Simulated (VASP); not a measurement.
# SiC (Cmm2) in VASP: notebook, part 2 of 2

VASP 6.6.1. The steps go on from the part before.

## (3) Single point, PBE (atom 1 (Si) moved -0.060 Å along Cartesian [0 1 0])

Input file INCAR:

```
PREC = Accurate
ENCUT = 520
EDIFF = 1E-6
ISMEAR = 0
SIGMA = 0.05
LREAL = False
LASPH = True
NELM = 60
ALGO = Normal
ISIF = 2
LWAVE = False
LCHARG = True
GGA = PE
LELF = True
LVHAR = True
NBANDS = 26
```

Input file KPOINTS:

```
regular mesh
0
Gamma
  6 6 6
```

Input file POSCAR:

```
SiC
1.0
    4.3480000000      0.0000000000      0.0000000000
    0.0000000000     -4.3480000000      0.0000000000
    0.0000000000      0.0000000000     -4.3480000000
Si C
4 4
Direct
    0.0000000000      0.5137994480      0.5000000000
    0.5000000000      0.0000000000      0.5000000000
    0.5000000000      0.5000000000      0.0000000000
    0.0000000000      0.0000000000      0.0000000000
    0.7500000000      0.7500000000      0.7500000000
    0.2500000000      0.2500000000      0.7500000000
    0.2500000000      0.7500000000      0.2500000000
    0.7500000000      0.2500000000      0.2500000000
```

Potentials or basis: VASP PAW PBE potentials, release 64 (Si, C).

The run is started by

```
cat potpaw_PBE.64/Si/POTCAR potpaw_PBE.64/C/POTCAR > POTCAR
mpirun -np 1 vasp_std > vasp.out
```

Run time: 1.7 min. Hardware: 1 thread of Intel Xeon 8259CL, shared host; peak memory 0.22 GiB.

The run converged. Its results:

| Property | Result |
| --- | --- |
| Free energy | -60.1706 eV |
| Pressure | 4.9 GPa |
| Largest force | 1.546 eV/Å |
| Band gap on the k mesh | 1.12 eV |

Forces on the atoms (eV/Å):
```
Si   0.000  1.546  0.000
Si   0.000 -0.327  0.000
Si   0.000  0.274  0.000
Si   0.000 -0.327  0.000
C   -0.194 -0.306 -0.194
C   -0.149 -0.277  0.149
C    0.194 -0.306  0.194
C    0.149 -0.277 -0.149
```

Stress tensor (GPa, compression positive):
```
4.98 0.00 1.03
0.00 4.75 0.00
1.03 0.00 4.98
```

Levels at points of the mesh, in eV from the valence-band top:
```tsv
k point	band 14	band 15	band 16	band 17	band 18	band 19
(0.00, 0.00, 0.00)	-0.14	-0.07	0.00	1.12	1.27	1.43
(0.50, 0.00, 0.00)	-2.02	-2.01	-2.00	3.99	3.99	5.14
(0.00, 0.50, 0.00)	-2.12	-1.92	-1.82	3.91	4.08	5.03
(0.50, 0.50, 0.00)	-1.29	-1.23	-1.19	5.33	5.41	5.52
(0.50, 0.00, 0.50)	-1.35	-1.18	-1.06	5.43	5.45	5.49
(0.50, 0.50, 0.50)	-1.08	-1.05	-0.91	5.39	5.40	5.42
```

Caveat: the cell differs from its parent crystal (atom 1 (Si) moved -0.060 Å along Cartesian [0 1 0]); forces of over 1 eV/Å act on the atoms, so gaps and moduli don't describe the material at rest. A k mesh can miss the band edges.

## (4) Single point, PBE (atom 1 (Si) moved +0.090 Å along Cartesian [0 1 0])

Input file INCAR:

```
SYSTEM = SiC
ALGO = Normal ; EDIFF = 1E-6
ENCUT = 520 ; GGA = PE
ISIF = 2 ; ISMEAR = 0
LASPH = .TRUE. ; LCHARG = .TRUE.
LELF = .TRUE. ; LREAL = .FALSE.
LVHAR = .TRUE. ; LWAVE = .FALSE.
NBANDS = 26 ; NELM = 80
PREC = Accurate ; SIGMA = 0.05
```

Input file KPOINTS:

```
k-points
0
G
  6 6 6
  0 0 0
```

POSCAR: that of step 3 with these lines changed.

```diff
@@ -8,3 +8,3 @@
 Direct
-    0.0000000000      0.5137994480      0.5000000000
+    0.0000000000      0.4793008280      0.5000000000
     0.5000000000      0.0000000000      0.5000000000
```

Potentials or basis: VASP PAW PBE potentials, release 64 (Si, C).

The run is started by

```
cat potpaw_PBE.64/Si/POTCAR potpaw_PBE.64/C/POTCAR > POTCAR
mpirun -np 1 vasp_std > vasp.out
```

OUTCAR:

```text
SYSTEM = SiC
   EDIFF = 1E-6
   ENCUT = 520
   GGA = PE
   ISIF = 2
   ISMEAR = 0
   LASPH = .TRUE.
   LREAL = .FALSE.
   NELM = 80
   PREC = Accurate

 ion  position               nearest neighbor table
   1  0.000  0.479  0.500-   6 1.83   8 1.83   7 1.94   5 1.94   2 3.01   4 3.01   4 3.01   2 3.01
                             3 3.08   3 3.08   3 3.08   3 3.08   2 3.14   2 3.14   4 3.14   4 3.14
   2  0.500  0.000  0.500-   5 1.88   6 1.88   7 1.88   8 1.88   1 3.01   1 3.01   4 3.07   3 3.07
                             4 3.07   3 3.07   3 3.07   3 3.07   4 3.07   4 3.07   1 3.14   1 3.14
   3  0.500  0.500  0.000-   5 1.88   6 1.88   7 1.88   8 1.88   2 3.07   4 3.07   2 3.07   2 3.07
                             4 3.07   2 3.07   4 3.07   4 3.07   1 3.08   1 3.08   1 3.08   1 3.08
[... 917 lines left out ...]
  external PRESSURE =      50.6401084 kB  Pullay stress =       0.0000000 kB

 VOLUME and BASIS-vectors are now :
 -----------------------------------------------------------------------------
  energy-cutoff  :      520.00
  volume of cell :       82.20
      direct lattice vectors                 reciprocal lattice vectors
     4.348000000  0.000000000  0.000000000     0.229990800  0.000000000  0.000000000
     0.000000000 -4.348000000  0.000000000     0.000000000 -0.229990800  0.000000000
     0.000000000  0.000000000 -4.348000000     0.000000000  0.000000000 -0.229990800

 POSITION                                       TOTAL-FORCE (eV/Angst)
 -----------------------------------------------------------------------------------
      0.00000     -2.08400     -2.17400         0.000000     -2.312455     -0.000000
      2.17400      0.00000     -2.17400         0.000000      0.489581     -0.000000
      2.17400     -2.17400      0.00000         0.000000     -0.409918     -0.000000
      0.00000      0.00000      0.00000         0.000000      0.489581     -0.000000
      3.26100     -3.26100     -3.26100         0.208124      0.403183      0.208124
      1.08700     -1.08700     -3.26100         0.308983      0.468423     -0.308983
      1.08700     -3.26100     -1.08700        -0.208124      0.403183     -0.208124
      3.26100     -1.08700     -1.08700        -0.308983      0.468423      0.308983
 -----------------------------------------------------------------------------------
    total drift:                               -0.000000      0.000007      0.000000

  FREE ENERGIE OF THE ION-ELECTRON SYSTEM (eV)
  ---------------------------------------------------
  free  energy   TOTEN  =       -60.1127263791 eV

  energy  without entropy=      -60.1127263791  energy(sigma->0) =      -60.11272638
```

It took 1.8 min on 1 thread of Intel Xeon 8259CL, shared host; peak memory 0.22 GiB.

Results:

| Item | Value |
| --- | --- |
| Free energy | -60.1127 eV |
| Pressure | 5.1 GPa |
| Largest force | 2.312 eV/Å |
| Band gap on the k mesh | 1.00 eV |

Forces on the atoms (eV/Å):
```
Si   0.000 -2.312  0.000
Si   0.000  0.490  0.000
Si   0.000 -0.410  0.000
Si   0.000  0.490  0.000
C    0.208  0.403  0.208
C    0.309  0.468 -0.309
C   -0.208  0.403 -0.208
C   -0.309  0.468  0.309
```

Stress tensor (GPa, compression positive):
```
 5.24  0.00 -1.55
 0.00  4.71  0.00
-1.55  0.00  5.24
```

Levels at points of the mesh, in eV from the valence-band top:
```csv
k point,band 14,band 15,band 16,band 17,band 18,band 19
"(0.00, 0.00, 0.00)",-0.21,-0.11,0.00,1.00,1.22,1.46
"(0.50, 0.00, 0.00)",-2.06,-2.04,-2.03,3.93,3.93,5.09
"(0.00, 0.50, 0.00)",-2.22,-1.91,-1.77,3.82,4.07,4.93
"(0.50, 0.50, 0.00)",-1.34,-1.25,-1.20,5.22,5.34,5.50
"(0.50, 0.00, 0.50)",-1.43,-1.19,-1.01,5.36,5.39,5.45
"(0.50, 0.50, 0.50)",-1.09,-1.05,-0.84,5.32,5.34,5.37
```

Caveat: the cell differs from its parent crystal (atom 1 (Si) moved +0.090 Å along Cartesian [0 1 0]); forces of over 1 eV/Å act on the atoms, so gaps and moduli don't describe the material at rest. A k mesh can miss the band edges.
